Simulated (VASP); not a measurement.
Write the native input for VASP 6.6.1 that does the following.

```
Task                   : electric field gradients
Functional             : r2SCAN
Potentials or basis    : VASP PAW PBE potentials, release 64 (Pd)
Cutoff                 : 520 eV
k mesh                 : 7 × 7 × 7
Occupations            : fermi-dirac, width 0.05 eV
Spin                   : no spin polarisation
Dipole correction      : no
Further INCAR settings : ALGO = Normal; EDIFF = 1e-08; NBANDS = 50
```

The system is Pd.

```
Pd
1.0
     0.00000    3.89300    3.89300
     3.89300    0.00000    3.89300
     3.89300    3.89300    0.00000
Pd
8
Direct
  0.00000 0.00000 0.00000
  0.00000 0.00000 0.50000
  0.00000 0.50000 0.00000
  0.00000 0.50000 0.50000
  0.50000 0.00000 0.00000
  0.50000 0.00000 0.50000
  0.50000 0.50000 0.00000
  0.50000 0.50000 0.50000
```

One way to write it, as run:

POSCAR

```
Pd
1.0
    0.0000000000      3.8930000000      3.8930000000
    3.8930000000      0.0000000000      3.8930000000
    3.8930000000      3.8930000000      0.0000000000
Pd
8
Direct
    0.0000000000      0.0000000000      0.0000000000
    0.0000000000      0.0000000000      0.5000000000
    0.0000000000      0.5000000000      0.0000000000
    0.0000000000      0.5000000000      0.5000000000
    0.5000000000      0.0000000000      0.0000000000
    0.5000000000      0.0000000000      0.5000000000
    0.5000000000      0.5000000000      0.0000000000
    0.5000000000      0.5000000000      0.5000000000
```

INCAR.step1

```
SYSTEM = Pd
ALGO = Normal ; EDIFF = 1E-4
ENCUT = 520 ; GGA = PE
ISMEAR = -1 ; LASPH = .True.
LCHARG = .False. ; LREAL = .False.
LWAVE = .True. ; NBANDS = 50
NELM = 100 ; PREC = Accurate
SIGMA = 0.05
```

INCAR.step2

```
SYSTEM = Pd
ALGO = Normal ; EDIFF = 1E-8
ENCUT = 520 ; ISIF = 2
ISMEAR = -1 ; ISTART = 1
LASPH = .True. ; LCHARG = .False.
LEFG = .True. ; LMIXTAU = .True.
LREAL = .False. ; LWAVE = .False.
METAGGA = R2SCAN ; NBANDS = 50
NELM = 100 ; PREC = Accurate
SIGMA = 0.05
```

KPOINTS

```
k-points
0
Gamma
  7 7 7
  0 0 0
```

Potentials or basis: VASP PAW PBE potentials, release 64 (Pd).

Run with:

```console
$ cat potpaw_PBE.64/Pd/POTCAR > POTCAR
$ cp INCAR.step1 INCAR
$ mpirun -np 1 vasp_std > vasp.out
$ cp INCAR.step2 INCAR
$ mpirun -np 1 vasp_std > vasp.out
```

Results of the run:

| Quantity | Value |
| --- | --- |
| Pressure | 3.2 GPa |
| Band gap on the k mesh | zero (bands 40 and 41 overlap by 0.48 eV) |
| Largest electric field gradient by atom | zero within the noise of the run |

Caveat: the cell stands under pressure; the PAW data sets were made with another functional, which shifts forces and pressure a little.

It took 6.3 min on 1 thread of Intel(R) Xeon(R) Platinum 8488C (Sapphire Rapids), on a shared host, peak memory 0.32 GiB.
